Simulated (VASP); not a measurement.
# CdF2 (P1) in VASP: notebook

Runs on CdF2. Level: LDA. Tasks: single point.

Program: VASP 6.6.1. These are calculated values, not measurements. Logs are shortened: lines on timing, memory, paths and dates and some standing lists are left out, and cuts for length are marked.

## (1) The cell of the first run

The typed cell holds 6 atoms: a = 7.536 Å, b = 3.768 Å, c = 3.768 Å, α = 60.00°, β = 60.00°, γ = 60.00°.

## (2) Single point, LDA

INCAR reads:

```
ALGO     = Normal         # electronic algorithm
EDIFF    = 1E-6           # SCF threshold, eV
ENCUT    = 520            # plane-wave cutoff, eV
GGA      = CA             # functional
GGA_COMPAT= False        
ISIF     = 2              # what is computed and relaxed
ISMEAR   = 0              # smearing method
LASPH    = True           # aspherical terms in the spheres
LCHARG   = True           # write CHGCAR
LELF     = True           # ELF
LREAL    = False          # projectors in reciprocal space
LVHAR    = True         
LWAVE    = False          # write WAVECAR
NBANDS   = 35             # bands
NELM     = 120            # most SCF steps
PREC     = Accurate       # precision mode
SIGMA    = 0.01           # smearing width, eV
```

KPOINTS reads:

```
k-points
0
Gamma
  3 3 3
```

POSCAR reads:

```
CdF2
1.0
    0.0000000000      5.3287720000      5.3287720000
    2.6643860000      0.0000000000      2.6643860000
    2.6643860000      2.6643860000      0.0000000000
Cd F
2 4
Direct
    0.0133501677     -0.0159680317      0.0043240732
    0.4961173982     -0.0076803811      0.0129551424
    0.1382484557      0.2569104101      0.2568747546
    0.3600132451      0.7537929940      0.7801386511
    0.6147017549      0.2396276290      0.2669828996
    0.8830000608      0.7551995094      0.7393482026
```

Potentials or basis: VASP PAW LDA potentials, release 64 (Cd, F).

On the command line:

```bash
> cat potpaw_LDA.64/Cd/POTCAR potpaw_LDA.64/F/POTCAR > POTCAR
> mpirun -np 1 vasp_std > vasp.out
```

OUTCAR:

```text
EDIFF = 1E-6
   ENCUT = 520
   GGA = CA
   ISIF = 2
   ISMEAR = 0
   LASPH = True
   LREAL = False
   NELM = 120
   PREC = Accurate

 ion  position               nearest neighbor table
   1  0.013  0.984  0.004-   4 2.13   3 2.24   6 2.26   3 2.30   6 2.32   6 2.37   3 2.39   5 2.45
                             2 3.67   2 3.69   2 3.69
   2  0.496  0.992  0.013-   3 2.20   5 2.27   4 2.29   5 2.30   5 2.32   4 2.34   4 2.36   6 2.38
                             1 3.67   1 3.69   1 3.69
   3  0.138  0.257  0.257-   2 2.20   1 2.24   1 2.30   1 2.39
   4  0.360  0.754  0.780-   1 2.13   2 2.29   2 2.34   2 2.36
   5  0.615  0.240  0.267-   2 2.27   2 2.30   2 2.32   1 2.45
   6  0.883  0.755  0.739-   1 2.26   1 2.32   1 2.37   2 2.38

  LATTYP: Found a trigonal (rhomboedric) cell.
 ALAT       =     6.5263861778
 COS(alpha) =     0.8333333333

  Lattice vectors:

 A1 = (   2.6643860000,  -2.6643860000,  -5.3287720000)
 A2 = (   5.3287720000,  -2.6643860000,  -2.6643860000)
 A3 = (   2.6643860000,  -5.3287720000,  -2.6643860000)

Analysis of symmetry for initial positions (statically):
=====================================================================
 Subroutine PRICEL returns:
 Original cell was already a primitive cell.

 Routine SETGRP: Setting up the symmetry group for a
 trigonal (rhombohedral) supercell.

 Subroutine GETGRP returns: Found  1 space group operations
 (whereof  1 operations were pure point group operations)
 out of a pool of 12 trial point group operations.

The static configuration has the point symmetry C_1 .

Analysis of symmetry for dynamics (positions and initial velocities):
=====================================================================
 Subroutine PRICEL returns:
 Original cell was already a primitive cell.

 Routine SETGRP: Setting up the symmetry group for a
 trigonal (rhombohedral) supercell.

 Subroutine GETGRP returns: Found  1 space group operations
 (whereof  1 operations were pure point group operations)
 out of a pool of 12 trial point group operations.

The dynamic configuration has the point symmetry C_1 .

 Subroutine INISYM returns: Found  1 space group operations
 (whereof  1 operations are pure point group operations),
 and found     1 'primitive' translations

----------------------------------------------------------------------------------------

                                     Primitive cell

  volume of cell :      75.6574

  direct lattice vectors                    reciprocal lattice vectors
     0.000000000  5.328772000  5.328772000    -0.093830248  0.093830248  0.093830248
     2.664386000  0.000000000  2.664386000     0.187660497 -0.187660497  0.187660497
     2.664386000  2.664386000  0.000000000     0.187660497  0.187660497 -0.187660497

  length of vectors
     7.536021633  3.768010817  3.768010817     0.162518757  0.325037515  0.325037515

  position of ions in fractional coordinates (direct lattice)
     0.013350168  0.984031968  0.004324073
     0.496117398  0.992319619  0.012955142
     0.138248456  0.256910410  0.256874755
     0.360013245  0.753792994  0.780138651
     0.614701755  0.239627629  0.266982900
     0.883000061  0.755199509  0.739348203

  ion indices of the primitive-cell ions
   primitive index   ion index
                 1           1
                 2           2
                 3           3
                 4           4
                 5           5
                 6           6

----------------------------------------------------------------------------------------

 KPOINTS: k-points

Automatic generation of k-mesh.
 Grid dimensions read from file:
 generate k-points for:    3    3    3

 Generating k-lattice:

  Cartesian coordinates                     Fractional coordinates (reciprocal lattice)
    -0.031276749  0.031276749  0.031276749     0.333333333  0.000000000  0.000000000
     0.062553499 -0.062553499  0.062553499     0.000000000  0.333333333  0.000000000
     0.062553499  0.062553499 -0.062553499     0.000000000  0.000000000  0.333333333

  Length of vectors
     0.054172919  0.108345838  0.108345838

  Shift w.r.t. Gamma in fractional coordinates (k-lattice)
     0.000000000  0.000000000  0.000000000

 Subroutine IBZKPT returns following result:
 ===========================================

 Found     14 irreducible k-points:

 Following reciprocal coordinates:
            Coordinates               Weight
  0.000000  0.000000  0.000000      1.000000
  0.333333  0.000000  0.000000      2.000000
  0.000000  0.333333  0.000000      2.000000
  0.000000  0.000000 -0.333333      2.000000
 -0.333333  0.333333  0.333333      2.000000
  0.333333  0.333333  0.000000      2.000000
 -0.333333  0.000000 -0.333333      2.000000
  0.333333  0.333333  0.333333      2.000000
 -0.333333  0.333333  0.000000      2.000000
  0.333333  0.000000 -0.333333      2.000000
  0.000000  0.333333  0.333333      2.000000
  0.000000 -0.333333  0.333333      2.000000
  0.333333 -0.333333  0.333333      2.000000
 -0.333333 -0.333333  0.333333      2.000000
   k-points           NKPTS =     14   k-points in BZ     NKDIM =     14   number of bands    NBANDS=     35
   number of dos      NEDOS =    301   number of ions     NIONS =      6
   total plane-waves  NPLWV =  43904
   dimension x,y,z NGX =    56 NGY =   28 NGZ =   28
   dimension x,y,z NGXF=   112 NGYF=   56 NGZF=   56
   ions per type =               2   4
   NGX,Y,Z   is equivalent  to a cutoff of  12.35, 12.35, 12.35 a.u.
   NGXF,Y,Z  is equivalent  to a cutoff of  24.71, 24.71, 24.71 a.u.
 SYSTEM =  unknown system
   PREC   = accura    normal or accurate (medium, high low for compatibility)
   ISTART =      0    job   : 0-new  1-cont  2-samecut
   ICHARG =      2    charge: 1-file 2-atom 10-const
   ISPIN  =      1    spin polarized calculation?
   LNONCOLLINEAR =      F non collinear calculations
   LSORBIT =      F    spin-orbit coupling
   LASPH  =      T    aspherical Exc in radial PAW
   ENCUT  =  520.0 eV  38.22 Ry    6.18 a.u.  14.01  7.01  7.01*2*pi/ulx,y,z
   NELM   =    120;   NELMIN=  2; NELMDL= -5     # of ELM steps
   EDIFF  = 0.1E-05   stopping-criterion for ELM
   LREAL  =      F    real-space projection
   EDIFFG = 0.1E-04   stopping-criterion for IOM
   NSW    =      0    number of steps for IOM
   IBRION =     -1    ionic relax: 0-MD 1-quasi-New 2-CG
   NFREE  =      0    steps in history (QN), initial steepest desc. (CG)
   ISIF   =      2    stress and relaxation
   ISYM   =      2    0-nonsym 1-usesym 2-fastsym
   POTIM  = 0.5000    time-step for ionic-motion
   TEBEG  =    0.0;   TEEND  =   0.0 temperature during run
   PSTRESS=    0.0 pullay stress
   NELECT =      52.0000    total number of electrons
   NUPDOWN=      -1.0000    fix difference up-down
   EMIN   =  10.00;   EMAX   =-10.00  energy-range for DOS
   EFERMI =   0.00;   METHOD = LEGACY
   ISMEAR =     0;   SIGMA  =   0.01  broadening in eV -4-tet -1-fermi 0-gaus
   EFERMI_NEDOS =   21; number of points for ismear=-14 and -15
   IALGO  =     38    algorithm
   IMIX   =      4    mixing-type and parameters
     AMIX     =   0.40;   BMIX     =  1.00
     AMIX_MAG =   1.60;   BMIX_MAG =  1.00
  volume/ion in A,a.u.               =      12.61        85.09
  Fermi-wavevector in a.u.,A,eV,Ry     =   1.444748  2.730178 28.399402  2.087297
  Thomas-Fermi vector in A             =   2.563008
   LORBIT       =      0    0 simple, 1 ext, 2 COOP (PROOUT), +10 PAW based schemes
   GGA     = CA    functional components
   LHFCALC =     F    Hartree Fock is set to
   AEXX    =    0.0000 exact exchange contribution
   IVDW    =     0    specifies the selected vdW correction
   LEPSILON=     F    determine dielectric tensor
   LRPA    =     F    only Hartree local field effects (RPA)
 non-spin polarized calculation
 Gauss-broadening in eV      SIGMA  =   0.01
  energy-cutoff  :      520.00
  volume of cell :       75.66
 maximum number of plane-waves:      2049
   NGX = 27   NGY = 13   NGZ = 13

 number of electron      51.9999998 magnetization

 Free energy of the ion-electron system (eV)
  ---------------------------------------------------
  ext. energy  EPLUGINS =         0.00000000
  ---------------------------------------------------
  free energy    TOTEN  =       -25.30110931 eV

  energy without entropy =      -25.30110931  energy(sigma->0) =      -25.30110931

 E-fermi :  -1.3322     XC(G=0): -11.2982

 val. band max:       -1.4453844719   @ k =   0.0000  -0.3333   0.3333
 cond. band min:       1.5237664522   @ k =   0.0000   0.0000   0.0000
 fundamental gap:      2.9691509240
 Fermi energy:        -1.3322232559

 k-point     1 :       0.0000    0.0000    0.0000
  band No.  band energies     occupation
      1     -22.1144      2.00000
      2     -21.4028      2.00000
      3     -21.3354      2.00000
      4     -20.7651      2.00000
      5      -7.2429      2.00000
      6      -7.1816      2.00000
[... 27 lines left out ...]
     34      13.1460      0.00000
     35      15.9958      0.00000

 k-point     2 :       0.3333    0.0000    0.0000
  band No.  band energies     occupation
      1     -22.0444      2.00000
      2     -21.6415      2.00000
      3     -21.0836      2.00000
      4     -20.8561      2.00000
      5      -7.0848      2.00000
      6      -7.0557      2.00000
[... 27 lines left out ...]
     34      12.5797      0.00000
     35      16.8096      0.00000

 k-point     3 :       0.0000    0.3333    0.0000
  band No.  band energies     occupation
      1     -21.7762      2.00000
      2     -21.4689      2.00000
      3     -21.2401      2.00000
      4     -21.0564      2.00000
      5      -6.9557      2.00000
      6      -6.8838      2.00000
[... 27 lines left out ...]
     34      12.8640      0.00000
     35      13.0008      0.00000
[... 343 lines left out ...]
 k-point    13 :       0.3333   -0.3333    0.3333
  band No.  band energies     occupation
      1     -21.5302      2.00000
      2     -21.4483      2.00000
      3     -21.2820      2.00000
      4     -21.2298      2.00000
      5      -6.8128      2.00000
      6      -6.6258      2.00000
[... 27 lines left out ...]
     34      13.1851      0.00000
     35      13.4309      0.00000

 k-point    14 :      -0.3333   -0.3333    0.3333
  band No.  band energies     occupation
      1     -21.5300      2.00000
      2     -21.4468      2.00000
      3     -21.2838      2.00000
      4     -21.2298      2.00000
      5      -6.8222      2.00000
      6      -6.6059      2.00000
[... 27 lines left out ...]
     34      13.2077      0.00000
     35      13.4113      0.00000

------------------------ aborting loop because EDIFF is reached ----------------------------------------

  FORCE on cell =-STRESS in cart. coord.  units (eV):
  Direction    XX          YY          ZZ          XY          YZ          ZX
  --------------------------------------------------------------------------------------
  -------------------------------------------------------------------------------------
  Total        0.2024124      0.2330837      0.3758495     -0.5354074      0.3541336     -0.4856105
  in kB        4.2864343      4.9359536      7.9592679    -11.3381845      7.4993970    -10.2836479
  external PRESSURE =       5.7272186 kB  Pullay stress =       0.0000000 kB

 VOLUME and BASIS-vectors are now :
 -----------------------------------------------------------------------------
  energy-cutoff  :      520.00
  volume of cell :       75.66
      direct lattice vectors                 reciprocal lattice vectors
     0.000000000  5.328772000  5.328772000    -0.093830248  0.093830248  0.093830248
     2.664386000  0.000000000  2.664386000     0.187660497 -0.187660497  0.187660497
     2.664386000  2.664386000  0.000000000     0.187660497  0.187660497 -0.187660497

 POSITION                                       TOTAL-FORCE (eV/Angst)
 -----------------------------------------------------------------------------------
      2.63336      0.08266      2.69298         0.796358     -0.832831     -0.348810
      2.67844      2.67821      5.28762        -0.279720      0.366082      0.296625
      1.36892      1.42111      1.42120        -0.045640     -0.272109     -0.631102
      4.08699      3.99702      3.92682        -0.643389      0.472472      0.655600
      1.34981      3.98695      3.91407        -0.017121      0.155539      0.319820
      3.98205      6.67522      6.71745         0.189512      0.110846     -0.292133
 -----------------------------------------------------------------------------------
    total drift:                                0.000109      0.000334      0.000038

  FREE ENERGIE OF THE ION-ELECTRON SYSTEM (eV)
  ---------------------------------------------------
  free  energy   TOTEN  =       -25.3011093086 eV

  energy  without entropy=      -25.3011093086  energy(sigma->0) =      -25.30110931
```

Wall time 22 s (1 thread of AMD EPYC 9R45 (Zen 5), shared host); peak memory 0.15 GiB.

What came out:

| Property | Result |
| --- | --- |
| Free energy | -25.3011 eV |
| Pressure | 0.6 GPa |
| Largest force | 1.204 eV/Å |
| Band gap on the k mesh | 2.97 eV |

Forces in eV/Å, atoms in the order of the input:
```
Cd   0.796 -0.833 -0.349
Cd  -0.280  0.366  0.297
F   -0.046 -0.272 -0.631
F   -0.643  0.472  0.656
F   -0.017  0.156  0.320
F    0.190  0.111 -0.292
```

Caveat: the k points lie up to 0.65 Å⁻¹ apart; forces of over 1 eV/Å act on the atoms, so gaps and moduli don't describe the material at rest. A k mesh can miss the band edges.

(Continued in part 2 of 2.)
